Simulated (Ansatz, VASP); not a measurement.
**One calculation of ZrO2, two programs**

The input INCAR:

```
SYSTEM = ZrO2
AGGAC    = 1.0          
AGGAX    = 1.0          
ALDAC    = 0.0          
ALDAX    = 1.0          
ALGO     = Normal         ! electronic algorithm
EDIFF    = 1E-6           ! SCF threshold, eV
ENCUT    = 600            ! plane-wave cutoff, eV
GGA      = B5             ! functional
GGA_COMPAT= .FALSE.      
ISIF     = 2              ! what is computed and relaxed
ISMEAR   = 0              ! smearing method
LASPH    = .TRUE.         ! aspherical terms in the spheres
LCHARG   = .FALSE.        ! write CHGCAR
LREAL    = .FALSE.        ! projectors in reciprocal space
LWAVE    = .FALSE.        ! write WAVECAR
NBANDS   = 19             ! bands
NELM     = 120            ! most SCF steps
PREC     = Accurate       ! precision mode
SIGMA    = 0.01           ! smearing width, eV
```

Contents of KPOINTS:

```
k-points
0
G
  6 6 6
  0 0 0
```

Contents of POSCAR:

```
ZrO2
1.0
    0.0000000000      2.5350000000      2.5350000000
    2.5350000000      0.0000000000      2.5350000000
    2.5350000000      2.5350000000      0.0000000000
Zr O
1 2
Direct
    0.0000000000      0.0000000000      0.0000000000
    0.2500000000      0.2500000000      0.2500000000
    0.7500000000      0.7500000000      0.7500000000
```

Input for Ansatz:

```yaml
crystal:
  lattice:
    - [0.0, 2.535, 2.535]
    - [2.535, 0.0, 2.535]
    - [2.535, 2.535, 0.0]
  atoms:
    - { symbol: Zr, position: [0.0, 0.0, 0.0] }
    - { symbol: O, position: [0.25, 0.25, 0.25] }
    - { symbol: O, position: [0.75, 0.75, 0.75] }
kpoints:
  mp_grid:
    grid: [6, 6, 6]
hamiltonian:
  xc: blyp
scf:
  convergence:
    dr2_threshold: 1.0e-09
  occupations:
    method: fixed
output:
  stress: true
```

Alike in both runs: task single point; functional BLYP; k mesh 6 × 6 × 6; no spin polarisation.

|  | VASP | Ansatz |
| --- | --- | --- |
| version | VASP 6.6.1 | Ansatz 0.2.0 |
| potentials or method | VASP PAW PBE potentials, release 64 (Zr_sv, O) | plane waves, PAW |
| plane-wave cutoff (eV) | 600 | 420 |
| occupations | gaussian, width 0.01 eV | fixed |
| valence electrons in the cell | 24 | 24 |

|  | VASP | Ansatz | Ansatz less VASP |
| --- | --- | --- | --- |
| pressure (GPa) | 14.6 | 14.1 | -0.53 |

VASP's potentials were made for PBE, not for BLYP. Ansatz's warnings: stress scf threshold loose.
